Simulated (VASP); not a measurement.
**ZnSiP2: single point with PBEsol**

Crystal: ZnSiP2.

```
CELL_PARAMETERS angstrom
-2.67660 2.67660 5.22236
2.67660 -2.67660 5.22236
2.67660 2.67660 -5.22236
ATOMIC_POSITIONS crystal
Zn 0.00000 0.00000 0.00000
Zn 0.75000 0.25000 0.50000
Si 0.50000 0.50000 0.00000
Si 0.25000 0.75000 0.50000
P 0.37500 0.38954 0.51454
P 0.87500 0.86046 0.48546
P 0.61046 0.12500 0.98546
P 0.13954 0.62500 0.01454
```

```yaml
Program: VASP 6.6.1
Task: single point
Functional: PBEsol
Potentials_or_basis: VASP PAW PBE potentials, release 64 (Zn, Si, P)
Cutoff: 520 eV
k_mesh: 8 × 8 × 8
Occupations: gaussian, width 0.02 eV
Spin: no spin polarisation
```

| Item | Value |
| --- | --- |
| Pressure | 0.1 GPa |
| Largest force | 0.016 eV/Å |
| Band gap on the k mesh | 1.16 eV |

Forces on the atoms (eV/Å):
```
Zn   0.000  0.000  0.000
Zn   0.000  0.000  0.000
Si   0.000  0.000  0.000
Si   0.000  0.000  0.000
P    0.016  0.000  0.000
P   -0.016  0.000  0.000
P    0.000 -0.016  0.000
P    0.000  0.016  0.000
```

Levels at points of the mesh, in eV from the valence-band top:
```csv
k point,band 23,band 24,band 25,band 26,band 27,band 28,band 29,band 30
"(0.00, 0.00, 0.00)",-2.44,-0.12,-0.12,0.00,1.16,1.78,2.62,3.26
"(0.50, 0.00, 0.00)",-2.25,-1.82,-1.53,-0.84,2.69,2.80,2.95,4.12
"(0.50, 0.50, 0.00)",-1.07,-1.07,-0.58,-0.58,1.93,1.93,3.09,3.09
"(0.50, 0.50, 0.50)",-1.92,-1.92,-1.19,-1.19,1.36,1.36,1.58,1.58
```

Wall time 2.7 min on 1 thread of Intel(R) Xeon(R) 6975P-C (Granite Rapids) (shared host), peak memory 0.49 GiB.

Caveat: the PAW data sets were made with another functional, which shifts forces and pressure a little. A k mesh can miss the band edges.
